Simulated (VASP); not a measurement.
# Bi (Im-3m) in VASP: a series of runs

The runs below take Bi through single point, with LDA.

All numbers are computed with VASP 6.6.1; they aren't measurements. Logs are shortened: lines on timing, memory, paths and dates and some standing lists are left out, and cuts for length are marked.

## 1. The cell of the first run

Symmetry: Im-3m, No. 229, cubic system. Conventional cell: a = 3.889 Å, b = 3.889 Å, c = 3.889 Å, α = 90.00°, β = 90.00°, γ = 90.00°. Within 4.4 Å of Bi (site symmetry m-3m) lie 14 Bi at 3.37 to 3.89 Å.

## 2. Single point, LDA

File INCAR:

```
ALGO = Normal
EDIFF = 1E-6
ENCUT = 520
GGA = CA
ISIF = 2
ISMEAR = -1
LASPH = True
LCHARG = False
LREAL = False
LWAVE = False
NBANDS = 14
NELM = 60
PREC = Accurate
SIGMA = 0.1
```

File KPOINTS:

```
k-points
0
Gamma
  11 11 11
```

File POSCAR:

```
Bi
1.0
   -1.9443099529      1.9443099529      1.9443099529
    1.9443099529     -1.9443099529      1.9443099529
    1.9443099529      1.9443099529     -1.9443099529
Bi
1
Direct
    0.0000000000      0.0000000000      0.0000000000
```

Potentials or basis: VASP PAW LDA potentials, release 64 (Bi_d).

The run is started by

```sh
cat potpaw_LDA.64/Bi_d/POTCAR > POTCAR
mpirun -np 1 vasp_std > vasp.out
```

OUTCAR:

```text
EDIFF = 1E-6
   ENCUT = 520
   GGA = CA
   ISIF = 2
   ISMEAR = -1
   LASPH = True
   LREAL = False
   NELM = 60
   PREC = Accurate

 ion  position               nearest neighbor table
   1  0.000  0.000  0.000-

  LATTYP: Found a body centered cubic cell.
 ALAT       =     3.8886199058

  Lattice vectors:

 A1 = (  -1.9443099529,   1.9443099529,   1.9443099529)
 A2 = (   1.9443099529,  -1.9443099529,   1.9443099529)
 A3 = (   1.9443099529,   1.9443099529,  -1.9443099529)

Analysis of symmetry for initial positions (statically):
=====================================================================
 Subroutine PRICEL returns:
 Original cell was already a primitive cell.

 Routine SETGRP: Setting up the symmetry group for a
 body centered cubic supercell.

 Subroutine GETGRP returns: Found 48 space group operations
 (whereof 48 operations were pure point group operations)
 out of a pool of 48 trial point group operations.

The static configuration has the point symmetry O_h .

Analysis of symmetry for dynamics (positions and initial velocities):
=====================================================================
 Subroutine PRICEL returns:
 Original cell was already a primitive cell.

 Routine SETGRP: Setting up the symmetry group for a
 body centered cubic supercell.

 Subroutine GETGRP returns: Found 48 space group operations
 (whereof 48 operations were pure point group operations)
 out of a pool of 48 trial point group operations.

The dynamic configuration has the point symmetry O_h .

 Subroutine INISYM returns: Found 48 space group operations
 (whereof 48 operations are pure point group operations),
 and found     1 'primitive' translations

----------------------------------------------------------------------------------------

                                     Primitive cell

  volume of cell :      29.4006

  direct lattice vectors                    reciprocal lattice vectors
    -1.944309953  1.944309953  1.944309953     0.000000000  0.257160644  0.257160644
     1.944309953 -1.944309953  1.944309953     0.257160644  0.000000000  0.257160644
     1.944309953  1.944309953 -1.944309953     0.257160644  0.257160644  0.000000000

  length of vectors
     3.367643624  3.367643624  3.367643624     0.363680071  0.363680071  0.363680071

  position of ions in fractional coordinates (direct lattice)
     0.000000000  0.000000000  0.000000000

  ion indices of the primitive-cell ions
   primitive index   ion index
                 1           1

----------------------------------------------------------------------------------------

 KPOINTS: k-points

Automatic generation of k-mesh.
 Grid dimensions read from file:
 generate k-points for:   11   11   11

 Generating k-lattice:

  Cartesian coordinates                     Fractional coordinates (reciprocal lattice)
     0.000000000  0.023378240  0.023378240     0.090909091  0.000000000  0.000000000
     0.023378240  0.000000000  0.023378240     0.000000000  0.090909091  0.000000000
     0.023378240  0.023378240  0.000000000     0.000000000  0.000000000  0.090909091

  Length of vectors
     0.033061825  0.033061825  0.033061825

  Shift w.r.t. Gamma in fractional coordinates (k-lattice)
     0.000000000  0.000000000  0.000000000

 Subroutine IBZKPT returns following result:
 ===========================================

 Found     56 irreducible k-points:

 Following reciprocal coordinates:
            Coordinates               Weight
  0.000000  0.000000  0.000000      1.000000
  0.090909  0.000000  0.000000     12.000000
  0.181818  0.000000  0.000000     12.000000
  0.272727  0.000000  0.000000     12.000000
  0.363636  0.000000  0.000000     12.000000
  0.454545  0.000000  0.000000     12.000000
[... 16 lines left out ...]
  0.272727  0.181818  0.090909     48.000000
  0.363636  0.181818  0.090909     24.000000
 [... further k-points ...]
   k-points           NKPTS =     56   k-points in BZ     NKDIM =     56   number of bands    NBANDS=     14
   number of dos      NEDOS =    301   number of ions     NIONS =      1
   total plane-waves  NPLWV =  21952
   dimension x,y,z NGX =    28 NGY =   28 NGZ =   28
   dimension x,y,z NGXF=    56 NGYF=   56 NGZF=   56
   ions per type =               1
   NGX,Y,Z   is equivalent  to a cutoff of  13.82, 13.82, 13.82 a.u.
   NGXF,Y,Z  is equivalent  to a cutoff of  27.64, 27.64, 27.64 a.u.
 SYSTEM =  unknown system
   PREC   = accura    normal or accurate (medium, high low for compatibility)
   ISTART =      0    job   : 0-new  1-cont  2-samecut
   ICHARG =      2    charge: 1-file 2-atom 10-const
   ISPIN  =      1    spin polarized calculation?
   LNONCOLLINEAR =      F non collinear calculations
   LSORBIT =      F    spin-orbit coupling
   LASPH  =      T    aspherical Exc in radial PAW
   ENCUT  =  520.0 eV  38.22 Ry    6.18 a.u.   6.26  6.26  6.26*2*pi/ulx,y,z
   NELM   =     60;   NELMIN=  2; NELMDL= -5     # of ELM steps
   EDIFF  = 0.1E-05   stopping-criterion for ELM
   LREAL  =      F    real-space projection
   EDIFFG = 0.1E-04   stopping-criterion for IOM
   NSW    =      0    number of steps for IOM
   IBRION =     -1    ionic relax: 0-MD 1-quasi-New 2-CG
   NFREE  =      0    steps in history (QN), initial steepest desc. (CG)
   ISIF   =      2    stress and relaxation
   ISYM   =      2    0-nonsym 1-usesym 2-fastsym
   POTIM  = 0.5000    time-step for ionic-motion
   TEBEG  =    0.0;   TEEND  =   0.0 temperature during run
   PSTRESS=    0.0 pullay stress
   NELECT =      15.0000    total number of electrons
   NUPDOWN=      -1.0000    fix difference up-down
   EMIN   =  10.00;   EMAX   =-10.00  energy-range for DOS
   EFERMI =   0.00;   METHOD = LEGACY
   ISMEAR =    -1;   SIGMA  =   0.10  broadening in eV -4-tet -1-fermi 0-gaus
   EFERMI_NEDOS =   21; number of points for ismear=-14 and -15
   IALGO  =     38    algorithm
   IMIX   =      4    mixing-type and parameters
     AMIX     =   0.40;   BMIX     =  1.00
     AMIX_MAG =   1.60;   BMIX_MAG =  1.00
  volume/ion in A,a.u.               =      29.40       198.41
  Fermi-wavevector in a.u.,A,eV,Ry     =   1.308137  2.472020 23.282579  1.711221
  Thomas-Fermi vector in A             =   2.438824
   LORBIT       =      0    0 simple, 1 ext, 2 COOP (PROOUT), +10 PAW based schemes
   GGA     = CA    functional components
   LHFCALC =     F    Hartree Fock is set to
   AEXX    =    0.0000 exact exchange contribution
   IVDW    =     0    specifies the selected vdW correction
   LEPSILON=     F    determine dielectric tensor
   LRPA    =     F    only Hartree local field effects (RPA)
 non-spin polarized calculation
  energy-cutoff  :      520.00
  volume of cell :       29.40
 maximum number of plane-waves:       802
 NGX is ok and might be reduce to    28
   NGX = 13   NGY = 13   NGZ = 13

 number of electron      15.0000005 magnetization

 Free energy of the ion-electron system (eV)
  ---------------------------------------------------
  ext. energy  EPLUGINS =         0.00000000
  ---------------------------------------------------
  free energy    TOTEN  =        -4.47267920 eV

  energy without entropy =       -4.44816076  energy(sigma->0) =       -4.46041998

 E-fermi :   8.3799     XC(G=0): -10.8032

 val. band max:        8.2980613248   @ k =  -0.2727   0.3636   0.1818
 cond. band min:       8.3863258000   @ k =  -0.3636   0.4545   0.0909
 fundamental gap:      0.0882644752
 Fermi energy:         8.3799172697

 k-point     1 :       0.0000    0.0000    0.0000
  band No.  band energies     occupation
      1     -14.6162      2.00000
      2     -14.6162      2.00000
      3     -14.6162      2.00000
      4     -14.4577      2.00000
      5     -14.4577      2.00000
      6      -5.5359      2.00000
      7      13.8724      0.00000
      8      13.8724      0.00000
      9      13.8724      0.00000
     10      18.3950      0.00000
     11      18.9341      0.00000
     12      18.9341      0.00000
     13      18.9341      0.00000
     14      20.4960      0.00000

 k-point     2 :       0.0909    0.0000    0.0000
  band No.  band energies     occupation
      1     -14.6201      2.00000
      2     -14.6097      2.00000
      3     -14.5962      2.00000
      4     -14.4623      2.00000
      5     -14.4584      2.00000
      6      -5.3747      2.00000
      7      12.3458      0.00000
      8      13.3824      0.00000
      9      13.7147      0.00000
     10      17.7325      0.00000
     11      18.3173      0.00000
     12      18.7477      0.00000
     13      19.4845      0.00000
     14      21.2091      0.00000

 k-point     3 :       0.1818    0.0000    0.0000
  band No.  band energies     occupation
      1     -14.6306      2.00000
      2     -14.5949      2.00000
      3     -14.5424      2.00000
      4     -14.4726      2.00000
      5     -14.4603      2.00000
      6      -4.8964      2.00000
      7       9.6799      0.00000
      8      12.3474      0.00000
      9      13.2830      0.00000
     10      16.4499      0.00000
     11      17.4936      0.00000
     12      18.7683      0.00000
     13      20.5082      0.00000
     14      22.7341      0.00000
[... 324 lines left out ...]
 k-point    23 :       0.2727    0.1818    0.0909
  band No.  band energies     occupation
      1     -14.6259      2.00000
      2     -14.5643      2.00000
      3     -14.4705      2.00000
      4     -14.4691      2.00000
      5     -14.4197      2.00000
      6      -2.2214      2.00000
      7       4.4235      2.00000
      8       7.3110      1.99995
      9       9.3948      0.00008
     10      18.8517      0.00000
     11      20.5222      0.00000
     12      21.2072      0.00000
     13      22.8153      0.00000
     14      24.1923      0.00000

 k-point    24 :       0.3636    0.1818    0.0909
  band No.  band energies     occupation
      1     -14.6269      2.00000
      2     -14.5523      2.00000
      3     -14.4699      2.00000
      4     -14.4654      2.00000
      5     -14.4233      2.00000
      6      -1.8326      2.00000
      7       3.9352      2.00000
      8       6.9002      2.00000
      9       9.2305      0.00040
     10      18.7723      0.00000
     11      20.8607      0.00000
     12      21.6325      0.00000
     13      22.3506      0.00000
     14      26.1261      0.00000

 [... further k-points ...]

------------------------ aborting loop because EDIFF is reached ----------------------------------------

  FORCE on cell =-STRESS in cart. coord.  units (eV):
  Direction    XX          YY          ZZ          XY          YZ          ZX
  --------------------------------------------------------------------------------------
  -------------------------------------------------------------------------------------
  Total        0.0210810      0.0210810      0.0210810      0.0000000     -0.0000000      0.0000000
  in kB        1.1488025      1.1488025      1.1488025      0.0000000     -0.0000000      0.0000000
  external PRESSURE =       1.1488025 kB  Pullay stress =       0.0000000 kB

 VOLUME and BASIS-vectors are now :
 -----------------------------------------------------------------------------
  energy-cutoff  :      520.00
  volume of cell :       29.40
      direct lattice vectors                 reciprocal lattice vectors
    -1.944309953  1.944309953  1.944309953     0.000000000  0.257160644  0.257160644
     1.944309953 -1.944309953  1.944309953     0.257160644  0.000000000  0.257160644
     1.944309953  1.944309953 -1.944309953     0.257160644  0.257160644  0.000000000

 POSITION                                       TOTAL-FORCE (eV/Angst)
 -----------------------------------------------------------------------------------
      0.00000      0.00000      0.00000         0.000000      0.000000      0.000000
 -----------------------------------------------------------------------------------
    total drift:                               -0.000000     -0.000000     -0.000000

  FREE ENERGIE OF THE ION-ELECTRON SYSTEM (eV)
  ---------------------------------------------------
  free  energy   TOTEN  =        -4.4726792034 eV

  energy  without entropy=       -4.4481607603  energy(sigma->0) =       -4.46041998
```

Run time: 7 s. Hardware: 1 thread of Intel Xeon 6975P-C (Granite Rapids), shared host; peak memory 0.15 GiB.

What came out:

* Free energy: -4.4727 eV
* Pressure: 0.1 GPa

Levels at points of the mesh, in eV from the Fermi level:
```csv
k point,band 5,band 6,band 7,band 8,band 9,band 10
"(0.00, 0.00, 0.00)",-22.84,-13.92,5.49,5.49,5.49,10.02
```

Caveat: spin-orbit coupling is left out, which moves the levels of the heavy elements.

## 3. Single point, LDA (volume scaled by 0.92)

File INCAR:

```
SYSTEM = Bi
ALGO = Normal ; EDIFF = 1E-6
ENCUT = 520 ; GGA = CA
ISIF = 2 ; ISMEAR = -1
LASPH = .True. ; LCHARG = .True.
LELF = .True. ; LREAL = .False.
LVHAR = .True. ; LWAVE = .False.
NBANDS = 14 ; NELM = 60
PREC = Accurate ; SIGMA = 0.1
```

File KPOINTS:

```
k-points
0
Gamma
  13 13 13
  0 0 0
```

File POSCAR:

```
Bi
1.0
   -1.8910141349      1.8910141349      1.8910141349
    1.8910141349     -1.8910141349      1.8910141349
    1.8910141349      1.8910141349     -1.8910141349
Bi
1
Direct
    0.0000000000      0.0000000000      0.0000000000
```

Potentials or basis: VASP PAW LDA potentials, release 64 (Bi_d).

The run is started by

```sh
cat potpaw_LDA.64/Bi_d/POTCAR > POTCAR
mpirun -np 1 vasp_std > vasp.out
```

OUTCAR:

```text
SYSTEM = Bi
   EDIFF = 1E-6
   ENCUT = 520
   GGA = CA
   ISIF = 2
   ISMEAR = -1
   LASPH = .True.
   LREAL = .False.
   NELM = 60
   PREC = Accurate

 ion  position               nearest neighbor table
   1  0.000  0.000  0.000-

  LATTYP: Found a body centered cubic cell.
 ALAT       =     3.7820282698

  Lattice vectors:

 A1 = (  -1.8910141349,   1.8910141349,   1.8910141349)
 A2 = (   1.8910141349,  -1.8910141349,   1.8910141349)
 A3 = (   1.8910141349,   1.8910141349,  -1.8910141349)

Analysis of symmetry for initial positions (statically):
=====================================================================
 Subroutine PRICEL returns:
 Original cell was already a primitive cell.

 Routine SETGRP: Setting up the symmetry group for a
 body centered cubic supercell.

 Subroutine GETGRP returns: Found 48 space group operations
 (whereof 48 operations were pure point group operations)
 out of a pool of 48 trial point group operations.

The static configuration has the point symmetry O_h .

Analysis of symmetry for dynamics (positions and initial velocities):
=====================================================================
 Subroutine PRICEL returns:
 Original cell was already a primitive cell.

 Routine SETGRP: Setting up the symmetry group for a
 body centered cubic supercell.

 Subroutine GETGRP returns: Found 48 space group operations
 (whereof 48 operations were pure point group operations)
 out of a pool of 48 trial point group operations.

The dynamic configuration has the point symmetry O_h .

 Subroutine INISYM returns: Found 48 space group operations
 (whereof 48 operations are pure point group operations),
 and found     1 'primitive' translations

----------------------------------------------------------------------------------------

                                     Primitive cell
[... 114 lines left out ...]
   GGA     = CA    functional components
   LHFCALC =     F    Hartree Fock is set to
   AEXX    =    0.0000 exact exchange contribution
   IVDW    =     0    specifies the selected vdW correction
   LEPSILON=     F    determine dielectric tensor
   LRPA    =     F    only Hartree local field effects (RPA)
 non-spin polarized calculation
  energy-cutoff  :      520.00
  volume of cell :       27.05
 maximum number of plane-waves:       739
   NGX = 13   NGY = 13   NGZ = 13

 number of electron      14.9999999 magnetization

 Free energy of the ion-electron system (eV)
  ---------------------------------------------------
  ext. energy  EPLUGINS =         0.00000000
  ---------------------------------------------------
  free energy    TOTEN  =        -4.43235616 eV

  energy without entropy =       -4.40889610  energy(sigma->0) =       -4.42062613

 E-fermi :   9.5098     XC(G=0): -11.2129

 val. band max:        9.4831693456   @ k =  -0.3077   0.3846   0.1538
 cond. band min:       9.5108888476   @ k =   0.2308   0.0000   0.0000
 fundamental gap:      0.0277195020
 Fermi energy:         9.5097515929

 k-point     1 :       0.0000    0.0000    0.0000
  band No.  band energies     occupation
      1     -13.5629      2.00000
      2     -13.5629      2.00000
      3     -13.5629      2.00000
      4     -13.3570      2.00000
      5     -13.3570      2.00000
      6      -5.0475      2.00000
      7      15.6904      0.00000
      8      15.6904      0.00000
      9      15.6904      0.00000
     10      20.0673      0.00000
     11      20.0673      0.00000
     12      20.0673      0.00000
     13      20.7671      0.00000
     14      22.2381      0.00000
[... 377 lines left out ...]
      1     -13.5950      2.00000
      2     -13.5322      2.00000
      3     -13.3821      2.00000
      4     -13.3657      2.00000
      5     -13.3319      2.00000
      6      -2.8421      2.00000
      7       7.1330      2.00000
      8      11.0673      0.00000
      9      12.4641      0.00000
     10      18.8071      0.00000
     11      19.8306      0.00000
     12      21.4599      0.00000
     13      23.0719      0.00000
     14      25.4104      0.00000

 [... further k-points ...]

------------------------ aborting loop because EDIFF is reached ----------------------------------------

  FORCE on cell =-STRESS in cart. coord.  units (eV):
  Direction    XX          YY          ZZ          XY          YZ          ZX
  --------------------------------------------------------------------------------------
  -------------------------------------------------------------------------------------
  Total        1.0965902      1.0965902      1.0965902     -0.0000000      0.0000000     -0.0000000
  in kB       64.9547094     64.9547094     64.9547094     -0.0000000      0.0000000     -0.0000000
  external PRESSURE =      64.9547094 kB  Pullay stress =       0.0000000 kB

 VOLUME and BASIS-vectors are now :
 -----------------------------------------------------------------------------
  energy-cutoff  :      520.00
  volume of cell :       27.05
      direct lattice vectors                 reciprocal lattice vectors
    -1.891014135  1.891014135  1.891014135     0.000000000  0.264408388  0.264408388
     1.891014135 -1.891014135  1.891014135     0.264408388  0.000000000  0.264408388
     1.891014135  1.891014135 -1.891014135     0.264408388  0.264408388  0.000000000

 POSITION                                       TOTAL-FORCE (eV/Angst)
 -----------------------------------------------------------------------------------
      0.00000      0.00000      0.00000         0.000000      0.000000      0.000000
 -----------------------------------------------------------------------------------
    total drift:                                0.000000      0.000000     -0.000000

  FREE ENERGIE OF THE ION-ELECTRON SYSTEM (eV)
  ---------------------------------------------------
  free  energy   TOTEN  =        -4.4323561609 eV

  energy  without entropy=       -4.4088961011  energy(sigma->0) =       -4.42062613
```

OSZICAR:

```text
N       E                     dE             d eps       ncg     rms          rms(c)
DAV:   1     0.114179485784E+03    0.11418E+03   -0.75511E+03  2390   0.128E+03
DAV:   2     0.199165947338E+01   -0.11219E+03   -0.10826E+03  2550   0.345E+02
DAV:   3    -0.429054637333E+01   -0.62822E+01   -0.62542E+01  2948   0.779E+01
DAV:   4    -0.443553458668E+01   -0.14499E+00   -0.14495E+00  2932   0.124E+01
DAV:   5    -0.444222663870E+01   -0.66921E-02   -0.66919E-02  3368   0.245E+00    0.521E-01
DAV:   6    -0.443513682567E+01    0.70898E-02   -0.73530E-03  3258   0.126E+00    0.284E-01
DAV:   7    -0.443249024413E+01    0.26466E-02   -0.37717E-03  3186   0.922E-01    0.691E-02
DAV:   8    -0.443235740559E+01    0.13284E-03   -0.34601E-04  3094   0.284E-01    0.662E-03
DAV:   9    -0.443235615450E+01    0.12511E-05   -0.81357E-06  3392   0.393E-02    0.332E-03
DAV:  10    -0.443235616089E+01   -0.63940E-08   -0.35636E-07  2196   0.596E-03
   1 F= -.44323562E+01 E0= -.44206261E+01  d E =-.234601E-01
```

It took 6 s on 1 thread of Intel Xeon 6975P-C (Granite Rapids), shared host; peak memory 0.14 GiB.

What came out:

- Free energy: -4.4324 eV
- Pressure: 6.5 GPa

Caveat: spin-orbit coupling is left out, which moves the levels of the heavy elements.
